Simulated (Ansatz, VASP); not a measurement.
**Gd: VASP beside Ansatz**

INCAR

```
  ALGO = Normal
  EDIFF = 1E-7
  ENCUT = 520
  GGA = PE
  ISIF = 2
  ISMEAR = -1
  ISPIN = 2
  LASPH = True
  LCHARG = False
  LMAXMIX = 6
  LORBIT = 11
  LREAL = False
  LWAVE = False
  MAGMOM = 7 7
  NBANDS = 29
  NELM = 150
  PREC = Accurate
  SIGMA = 0.1
```

KPOINTS

```
k-points
0
Gamma
  8 8 4
```

File POSCAR:

```
Gd
1.0
    3.6109794300      0.0000000000      0.0000000000
   -1.8054897100      3.1272015400      0.0000000000
    0.0000000000      0.0000000000      5.7428079300
Gd
2
Direct
    0.3333300000      0.6666700000      0.2500000000
    0.6666600000      0.3333300000      0.7500000000
```

Input for Ansatz:

```yaml
crystal:
  lattice:
    - [3.61097943, 0.0, 0.0]
    - [-1.80548971, 3.12720154, 0.0]
    - [0.0, 0.0, 5.74280793]
  atoms:
    - { symbol: Gd, position: [0.33333, 0.66667, 0.25], spin: 7.0 }
    - { symbol: Gd, position: [0.66666, 0.33333, 0.75], spin: 7.0 }
kpoints:
  mp_grid: { grid: [8, 8, 4], shift: [0, 0, 0] }
magnetization:
  spin_polarized: true
scf:
  occupations: { method: fermi_dirac }
  lower_state_search: "off"
  max_iter: 200
hamiltonian:
  pseudopotentials: { kind: paw }
  xc: pbe
basis:
  ecutwfc: 420
  fft_grid_basis: typed
output:
  forces: true
  stress: true
  eigenvalues: true
  bader: true
  populations: true
  elf: true
  write_potential: true
  volumetric_format: npy
  dos:
    e_range: [-12, 8]
    de: 0.05
    projected: { site_lists: { Gd: [Gd] } }
checkpoint:
  read: saved_state
```

Alike in both runs: task single point; functional PBE; k mesh 8 × 8 × 4; collinear spin.

|  | VASP | Ansatz |
| --- | --- | --- |
| version | VASP 6.6.1 | Ansatz 0.2.0 |
| potentials or method | VASP PAW PBE potentials, release 64 (Gd), cutoff 520 eV | PAW plane waves |
| occupations | fermi-dirac, width 0.1 eV | fermi-dirac |
| valence electrons in the cell | 36 | 36 |

|  | VASP | Ansatz | Ansatz less VASP |
| --- | --- | --- | --- |
| pressure (GPa) | 1.4 | 1.4 | +0.01 |
| traceless stress, the component that is largest in VASP (GPa) | 0.25 | 0.26 | +0.015 |
| net moment per atom (μB) | 7.60 | 7.60 | -0.004 |
| size of the moment on the site where the two differ most (μB) | 6.97 | 7.32 | +0.346 |

Site moments also hang on the region over which each program counts them. Ansatz's warnings: stability check not made, structure snapped to symmetry.

Spin-orbit coupling is off throughout.
